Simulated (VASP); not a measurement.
# VCrC2 (R-3m) in VASP: notebook

VCrC2 is run at these levels: PBE, PBEsol; tasks: single point.

Everything below comes from runs of VASP 6.6.1. Logs are shortened: lines on timing, memory, paths and dates and some standing lists are left out, and cuts for length are marked.

**1. The cell of the first run**

The structure is trigonal, space group R-3m (No. 166). Conventional cell: a = 2.921 Å, b = 2.921 Å, c = 14.218 Å, α = 90.00°, β = 90.00°, γ = 120.00°. Within 2.7 Å of Cr (site symmetry -3m) lie 6 C at 2.05 Å. Within 2.7 Å of V (site symmetry -3m) lie 6 C at 2.07 Å. C (site symmetry 3m) has 3 Cr at 2.05 Å and 3 V at 2.07 Å within 2.7 Å.

**2. Single point, PBE, collinear spin, ferromagnetic start**

Contents of INCAR:

```
SYSTEM = VCrC2
ALGO     = Normal         ! electronic algorithm
EDIFF    = 1E-7           ! SCF threshold, eV
ENCUT    = 520            ! plane-wave cutoff, eV
GGA      = PE             ! functional
ISIF     = 2              ! what is computed and relaxed
ISMEAR   = -1             ! smearing method
ISPIN    = 2              ! spin polarisation
LASPH    = .TRUE.         ! aspherical terms in the spheres
LCHARG   = .TRUE.         ! write CHGCAR
LELF     = .TRUE.         ! ELF
LMAXMIX  = 4              ! l up to which the mixer works
LORBIT   = 11             ! projections on sites
LREAL    = .FALSE.        ! projectors in reciprocal space
LVHAR    = .TRUE.       
LWAVE    = .FALSE.        ! write WAVECAR
MAGMOM   = 4.5 3.5 0 0    ! initial moments
NBANDS   = 28             ! bands
NELM     = 150            ! most SCF steps
PREC     = Accurate       ! precision mode
SIGMA    = 0.05           ! smearing width, eV
```

Contents of KPOINTS:

```
k-points
0
G
  11 11 11
  0 0 0
```

Contents of POSCAR:

```
VCrC2
1.0
    1.4606320425      0.8432963029      4.7393853233
   -1.4606320425      0.8432963029      4.7393853233
    0.0000000000     -1.6865926058      4.7393853233
Cr V C
1 1 2
Direct
    0.5000000000      0.5000000000      0.5000000000
    0.0000000000      0.0000000000      0.0000000000
    0.2487590000      0.2487590000      0.2487590000
    0.7512410000      0.7512410000      0.7512410000
```

Potentials or basis: VASP PAW PBE potentials, release 64 (Cr_pv, V_sv, C).

The run is started by

```
$ cat potpaw_PBE.64/Cr_pv/POTCAR potpaw_PBE.64/V_sv/POTCAR potpaw_PBE.64/C/POTCAR > POTCAR
$ mpirun -np 1 vasp_std > vasp.out
```

OUTCAR:

```text
SYSTEM = VCrC2
   EDIFF = 1E-7
   ENCUT = 520
   GGA = PE
   ISIF = 2
   ISMEAR = -1
   ISPIN = 2
   LASPH = .TRUE.
   LORBIT = 11
   LREAL = .FALSE.
   NELM = 150
   PREC = Accurate

 ion  position               nearest neighbor table
   1  0.500  0.500  0.500-   3 2.05   4 2.05   3 2.05   3 2.05   4 2.05   4 2.05   2 2.91   2 2.91
                             2 2.91   2 2.91   2 2.91   2 2.91
   2  0.000  0.000  0.000-   4 2.07   3 2.07   4 2.07   4 2.07   3 2.07   3 2.07   1 2.91   1 2.91
                             1 2.91   1 2.91   1 2.91   1 2.91
   3  0.249  0.249  0.249-   1 2.05   1 2.05   1 2.05   2 2.07   2 2.07   2 2.07
   4  0.751  0.751  0.751-   1 2.05   1 2.05   1 2.05   2 2.07   2 2.07   2 2.07

  LATTYP: Found a trigonal (rhomboedric) cell.
 ALAT       =     5.0305434956
 COS(alpha) =     0.8313905832

  Lattice vectors:

 A1 = (   1.4606320425,   0.8432963029,   4.7393853233)
 A2 = (  -1.4606320425,   0.8432963029,   4.7393853233)
 A3 = (   0.0000000000,  -1.6865926058,   4.7393853233)

Analysis of symmetry for initial positions (statically):
=====================================================================
 Subroutine PRICEL returns:
 Original cell was already a primitive cell.

 Routine SETGRP: Setting up the symmetry group for a
 trigonal (rhombohedral) supercell.

 Subroutine GETGRP returns: Found 12 space group operations
 (whereof 12 operations were pure point group operations)
 out of a pool of 12 trial point group operations.

The static configuration has the point symmetry D_3d.

Analysis of symmetry for dynamics (positions and initial velocities):
=====================================================================
 Subroutine PRICEL returns:
 Original cell was already a primitive cell.

 Routine SETGRP: Setting up the symmetry group for a
 trigonal (rhombohedral) supercell.

 Subroutine GETGRP returns: Found 12 space group operations
 (whereof 12 operations were pure point group operations)
 out of a pool of 12 trial point group operations.

The dynamic configuration has the point symmetry D_3d.

Analysis of structural, dynamic, and magnetic symmetry:
=====================================================================
 Subroutine PRICEL returns:
 Original cell was already a primitive cell.

 Routine SETGRP: Setting up the symmetry group for a
 trigonal (rhombohedral) supercell.

 Subroutine GETGRP returns: Found 12 space group operations
 (whereof 12 operations were pure point group operations)
 out of a pool of 12 trial point group operations.

The overall configuration has the point symmetry D_3d.

 Subroutine INISYM returns: Found 12 space group operations
 (whereof 12 operations are pure point group operations),
 and found     1 'primitive' translations

----------------------------------------------------------------------------------------

                                     Primitive cell

  volume of cell :      35.0263

  direct lattice vectors                    reciprocal lattice vectors
     1.460632042  0.843296303  4.739385323     0.342317562  0.197637137  0.070332609
    -1.460632042  0.843296303  4.739385323    -0.342317562  0.197637137  0.070332609
     0.000000000 -1.686592606  4.739385323     0.000000000 -0.395274273  0.070332609

  length of vectors
     5.030543496  5.030543496  5.030543496     0.401482785  0.401482785  0.401482785

  position of ions in fractional coordinates (direct lattice)
     0.500000000  0.500000000  0.500000000
     0.000000000  0.000000000  0.000000000
     0.248759000  0.248759000  0.248759000
     0.751241000  0.751241000  0.751241000

  ion indices of the primitive-cell ions
   primitive index   ion index
                 1           1
                 2           2
                 3           3
                 4           4

----------------------------------------------------------------------------------------

 KPOINTS: k-points

Automatic generation of k-mesh.
 Grid dimensions read from file:
 generate k-points for:   11   11   11

 Generating k-lattice:

  Cartesian coordinates                     Fractional coordinates (reciprocal lattice)
     0.031119778  0.017967012  0.006393874     0.090909091  0.000000000  0.000000000
    -0.031119778  0.017967012  0.006393874     0.000000000  0.090909091  0.000000000
     0.000000000 -0.035934025  0.006393874     0.000000000  0.000000000  0.090909091

  Length of vectors
     0.036498435  0.036498435  0.036498435

  Shift w.r.t. Gamma in fractional coordinates (k-lattice)
     0.000000000  0.000000000  0.000000000

 Subroutine IBZKPT returns following result:
 ===========================================

 Found    146 irreducible k-points:

 Following reciprocal coordinates:
            Coordinates               Weight
  0.000000  0.000000  0.000000      1.000000
  0.090909  0.000000  0.000000      6.000000
  0.181818 -0.000000  0.000000      6.000000
  0.272727 -0.000000  0.000000      6.000000
  0.363636  0.000000  0.000000      6.000000
  0.454545 -0.000000  0.000000      6.000000
[... 16 lines left out ...]
 -0.272727  0.181818 -0.000000     12.000000
 -0.181818  0.181818  0.000000      6.000000
 [... further k-points ...]
   k-points           NKPTS =    146   k-points in BZ     NKDIM =    146   number of bands    NBANDS=     28
   number of dos      NEDOS =    301   number of ions     NIONS =      4
   total plane-waves  NPLWV =  64000
   dimension x,y,z NGX =    40 NGY =   40 NGZ =   40
   dimension x,y,z NGXF=    80 NGYF=   80 NGZF=   80
   ions per type =               1   1   2
   NGX,Y,Z   is equivalent  to a cutoff of  13.22, 13.22, 13.22 a.u.
   NGXF,Y,Z  is equivalent  to a cutoff of  26.44, 26.44, 26.44 a.u.
 SYSTEM =  VCrC2
   PREC   = accura    normal or accurate (medium, high low for compatibility)
   ISTART =      0    job   : 0-new  1-cont  2-samecut
   ICHARG =      2    charge: 1-file 2-atom 10-const
   ISPIN  =      2    spin polarized calculation?
   LNONCOLLINEAR =      F non collinear calculations
   LSORBIT =      F    spin-orbit coupling
   LASPH  =      T    aspherical Exc in radial PAW
   ENCUT  =  520.0 eV  38.22 Ry    6.18 a.u.   9.35  9.35  9.35*2*pi/ulx,y,z
   NELM   =    150;   NELMIN=  2; NELMDL= -5     # of ELM steps
   EDIFF  = 0.1E-06   stopping-criterion for ELM
   LREAL  =      F    real-space projection
   EDIFFG = 0.1E-05   stopping-criterion for IOM
   NSW    =      0    number of steps for IOM
   IBRION =     -1    ionic relax: 0-MD 1-quasi-New 2-CG
   NFREE  =      0    steps in history (QN), initial steepest desc. (CG)
   ISIF   =      2    stress and relaxation
   ISYM   =      2    0-nonsym 1-usesym 2-fastsym
   POTIM  = 0.5000    time-step for ionic-motion
   TEBEG  =    0.0;   TEEND  =   0.0 temperature during run
   PSTRESS=    0.0 pullay stress
   NELECT =      33.0000    total number of electrons
   NUPDOWN=      -1.0000    fix difference up-down
   EMIN   =  10.00;   EMAX   =-10.00  energy-range for DOS
   EFERMI =   0.00;   METHOD = LEGACY
   ISMEAR =    -1;   SIGMA  =   0.05  broadening in eV -4-tet -1-fermi 0-gaus
   EFERMI_NEDOS =   21; number of points for ismear=-14 and -15
   IALGO  =     38    algorithm
   IMIX   =      4    mixing-type and parameters
     AMIX     =   0.40;   BMIX     =  1.00
     AMIX_MAG =   1.60;   BMIX_MAG =  1.00
  volume/ion in A,a.u.               =       8.76        59.09
  Fermi-wavevector in a.u.,A,eV,Ry     =   1.604900  3.032822 35.044592  2.575705
  Thomas-Fermi vector in A             =   2.701332
   LORBIT       =     11    0 simple, 1 ext, 2 COOP (PROOUT), +10 PAW based schemes
   GGA     = PE    functional components
   LHFCALC =     F    Hartree Fock is set to
   AEXX    =    0.0000 exact exchange contribution
   IVDW    =     0    specifies the selected vdW correction
   LEPSILON=     F    determine dielectric tensor
   LRPA    =     F    only Hartree local field effects (RPA)
 spin polarized calculation
  energy-cutoff  :      520.00
  volume of cell :       35.03
 maximum number of plane-waves:       966
 NGX is ok and might be reduce to    40
   NGX = 19   NGY = 19   NGZ = 19

 number of electron      32.9999997 magnetization       0.3775104

 Free energy of the ion-electron system (eV)
  ---------------------------------------------------
  ext. energy  EPLUGINS =         0.00000000
  ---------------------------------------------------
  free energy    TOTEN  =       -37.46143323 eV

  energy without entropy =      -37.43108452  energy(sigma->0) =      -37.44625887

 E-fermi :  11.1020     XC(G=0): -13.5664

 val. band max:       11.1017472132   @ k =   0.1818   0.1818  -0.0000
 cond. band min:      11.1025832473   @ k =  -0.1818  -0.2727   0.0909
 fundamental gap:      0.0008360341
 Fermi energy:        11.1020260354

 spin component 1

 k-point     1 :       0.0000    0.0000    0.0000
  band No.  band energies     occupation
      1     -53.9047      1.00000
      2     -32.9096      1.00000
      3     -32.8166      1.00000
      4     -32.8166      1.00000
      5     -27.8372      1.00000
      6     -27.5758      1.00000
[... 20 lines left out ...]
     27      19.2209      0.00000
     28      22.6066      0.00000

 k-point     2 :       0.0909    0.0000    0.0000
  band No.  band energies     occupation
      1     -53.9010      1.00000
      2     -32.9065      1.00000
      3     -32.8333      1.00000
      4     -32.8205      1.00000
      5     -27.8329      1.00000
      6     -27.6040      1.00000
[... 674 lines left out ...]
 k-point    24 :      -0.1818    0.1818    0.0000
  band No.  band energies     occupation
      1     -53.8720      1.00000
      2     -32.9496      1.00000
      3     -32.8823      1.00000
      4     -32.8648      1.00000
      5     -27.7999      1.00000
      6     -27.7977      1.00000
[... 20 lines left out ...]
     27      23.3914      0.00000
     28      23.7019      0.00000

 [... further k-points ...]

 spin component 2

 k-point     1 :       0.0000    0.0000    0.0000
  band No.  band energies     occupation
      1     -53.8880      1.00000
      2     -32.4847      1.00000
      3     -32.3996      1.00000
      4     -32.3996      1.00000
      5     -27.8194      1.00000
      6     -27.5600      1.00000
[... 20 lines left out ...]
     27      19.2353      0.00000
     28      22.6198      0.00000

 k-point     2 :       0.0909    0.0000    0.0000
  band No.  band energies     occupation
      1     -53.8843      1.00000
      2     -32.4814      1.00000
      3     -32.4167      1.00000
      4     -32.4036      1.00000
      5     -27.8151      1.00000
      6     -27.5883      1.00000
[... 674 lines left out ...]
 k-point    24 :      -0.1818    0.1818    0.0000
  band No.  band energies     occupation
      1     -53.8553      1.00000
      2     -32.5355      1.00000
      3     -32.4561      1.00000
      4     -32.4488      1.00000
      5     -27.7843      1.00000
      6     -27.7803      1.00000
[... 20 lines left out ...]
     27      23.4050      0.00000
     28      23.7350      0.00000

 [... further k-points ...]
[... 5 lines left out ...]
  --------------------------------------------------------------------------------------
  -------------------------------------------------------------------------------------
  Total       -0.3776653     -0.3776653     -0.5662945      0.0000000      0.0000000      0.0000000
  in kB      -17.2752129    -17.2752129    -25.9035125      0.0000000      0.0000000      0.0000000
  external PRESSURE =     -20.1513128 kB  Pullay stress =       0.0000000 kB

 VOLUME and BASIS-vectors are now :
 -----------------------------------------------------------------------------
  energy-cutoff  :      520.00
  volume of cell :       35.03
      direct lattice vectors                 reciprocal lattice vectors
     1.460632042  0.843296303  4.739385323     0.342317562  0.197637137  0.070332609
    -1.460632042  0.843296303  4.739385323    -0.342317562  0.197637137  0.070332609
     0.000000000 -1.686592606  4.739385323     0.000000000 -0.395274273  0.070332609

 POSITION                                       TOTAL-FORCE (eV/Angst)
 -----------------------------------------------------------------------------------
      0.00000      0.00000      7.10908         0.000000     -0.000000      0.000000
      0.00000      0.00000      0.00000         0.000000      0.000000      0.000000
      0.00000      0.00000      3.53689         0.000000      0.000000     -0.002013
      0.00000      0.00000     10.68126         0.000000      0.000000      0.002013
 -----------------------------------------------------------------------------------
    total drift:                                0.000000      0.000000      0.000000

  FREE ENERGIE OF THE ION-ELECTRON SYSTEM (eV)
  ---------------------------------------------------
  free  energy   TOTEN  =       -37.4614332290 eV

  energy  without entropy=      -37.4310845203  energy(sigma->0) =      -37.44625887

 total charge

# of ion       s       p       d       tot
------------------------------------------
    1        0.333   6.447   4.323  11.102
    2        2.264   6.326   3.178  11.769
    3        0.894   1.525   0.000   2.419
    4        0.894   1.525   0.000   2.419
--------------------------------------------------
tot          4.385  15.822   7.502  27.709

 magnetization (x)

# of ion       s       p       d       tot
------------------------------------------
    1        0.002   0.003   0.394   0.399
    2       -0.001  -0.002   0.017   0.014
    3       -0.002  -0.014   0.000  -0.015
    4       -0.002  -0.014   0.000  -0.015
--------------------------------------------------
tot         -0.002  -0.026   0.411   0.383
```

It took 43 min on 1 thread of Intel Xeon Platinum 8259CL at 2.50GHz (Skylake/Cascade Lake), shared host; peak memory 0.47 GiB.

What came out:

* Free energy: -37.4614 eV
* Pressure: -2.0 GPa
* Net moment: 0.38 μB per cell
* Site moments: Cr +0.40; V +0.01; C -0.01 μB
* Valence electrons inside the program's atomic spheres: Cr 11.10; V 11.77; C 2.42

Forces on the atoms (eV/Å):
```
Cr   0.000  0.000  0.000
V    0.000  0.000  0.000
C    0.000  0.000 -0.002
C    0.000  0.000  0.002
```

Levels at points of the mesh, in eV from the Fermi level:
Spin up:
| k point | band 14 | band 15 | band 16 | band 17 | band 18 | band 19 | band 20 | band 21 |
| --- | --- | --- | --- | --- | --- | --- | --- | --- |
| (0.00, 0.00, 0.00) | -1.56 | -1.50 | -0.58 | -0.58 | 0.64 | 0.64 | 0.94 | 0.94 |
Spin down:
| k point | band 12 | band 13 | band 14 | band 15 | band 16 | band 17 | band 18 | band 19 | band 20 | band 21 |
| --- | --- | --- | --- | --- | --- | --- | --- | --- | --- | --- |
| (0.00, 0.00, 0.00) | -4.62 | -1.33 | -1.33 | -1.24 | -0.43 | -0.43 | 0.79 | 0.79 | 0.91 | 0.91 |

Caveat: the moment fell far below its start of 4.5 μB, so a state of higher moment may lie lower in energy.

(Part 1 of 2 ends here.)
